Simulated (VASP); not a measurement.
The system is BaTe.

```
Ba Te
1.0
     0.15135    4.06551    4.06551
     4.06551    0.15135    4.06551
     4.06551    4.06551    0.15135
Ba Te
1 1
Direct
  0.00325 0.00325 0.00325
  0.24675 0.24675 0.24675
```

This cell differs from its parent crystal: strain along [111] +5.8%.

Base run:

- Program: VASP 6.6.1
- Functional: r2SCAN
- Potentials or basis: VASP PAW PBE potentials, release 64 (Ba_sv, Te)
- Cutoff: 520 eV
- k mesh: 6 × 6 × 6
- Occupations: gaussian, width 0.01 eV
- Spin: no spin polarisation

Its results: band gap on the k mesh 2.82 eV, indirect (least direct gap 3.16 eV); pressure -0.9 GPa.

**Question.** The run is repeated on the same cell with these changes: functional from r2SCAN to PBE; occupations from gaussian, width 0.01 eV to fermi-dirac, width 0.02 eV. What comes out?

**Answer.** Band gap on the k mesh 2.45 eV, indirect (least direct gap 2.80 eV); pressure -0.8 GPa.

Caveats: spin-orbit coupling is left out, which moves the levels of the heavy elements; the PAW data sets were made with another functional, which shifts forces and pressure a little (some runs).

A k mesh can miss the band edges.
